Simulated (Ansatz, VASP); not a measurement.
## One calculation of ZnAu, two programs

The input INCAR:

```
ALGO = Normal
EDIFF = 1E-6
ENCUT = 520
GGA = PE
ISIF = 2
ISMEAR = 0
LASPH = T
LCHARG = F
LREAL = F
LWAVE = F
NBANDS = 18
NELM = 80
PREC = Accurate
SIGMA = 0.1
```

File KPOINTS:

```
k-points
0
Gamma
  14 14 14
```

POSCAR

```
ZnAu
1.0
    3.0537605466      0.0000000000      0.0000000000
    0.0000000000      3.0537605466      0.0000000000
    0.0000000000      0.0000000000      3.0537605466
Zn Au
1 1
Direct
    0.5000000000      0.5000000000      0.5000000000
    0.0000000000      0.0000000000      0.0000000000
```

Input for Ansatz:

```yaml
crystal:
  lattice:
    - [3.0537605466, 0.0, 0.0]
    - [0.0, 3.0537605466, 0.0]
    - [0.0, 0.0, 3.0537605466]
  atoms:
    - { symbol: Zn, position: [0.5, 0.5, 0.5] }
    - { symbol: Au, position: [0.0, 0.0, 0.0] }
basis:
  ecutwfc: 420
kpoints:
  mp_grid: { grid: [14, 14, 14] }
hamiltonian:
  xc: pbe
scf:
  occupations: { method: gaussian, width: 0.1 }
output:
  forces: true
  stress: true
  eigenvalues: true
```

Alike in both runs: task single point; functional PBE; k mesh 14 × 14 × 14; occupations gaussian, width 0.1 eV; no spin polarisation.

|  | VASP | Ansatz |
| --- | --- | --- |
| version | VASP 6.6.1 | Ansatz 0.2.0 |
| potentials or method | VASP PAW PBE potentials, release 64 (Zn, Au), cutoff 520 eV | scalar-relativistic, plane waves, PAW |
| valence electrons in the cell | 23 | 31 |

Ansatz gave:

* gap on the k mesh at the Fermi level (eV): none
* pressure (GPa): 21.1

**Question.** Which values does VASP return?

**Answer.** gap on the k mesh at the Fermi level (eV): none; pressure (GPa): 21.3.

A gap of «none» marks a metal or a gap that the smearing closes. With one functional, cell and mesh, what is left measures potentials, basis and numerics. VASP's potentials hold 23 valence electrons a cell and Ansatz's 31, so a difference there can come from the potentials and not from the codes.

Spin-orbit coupling is off throughout.
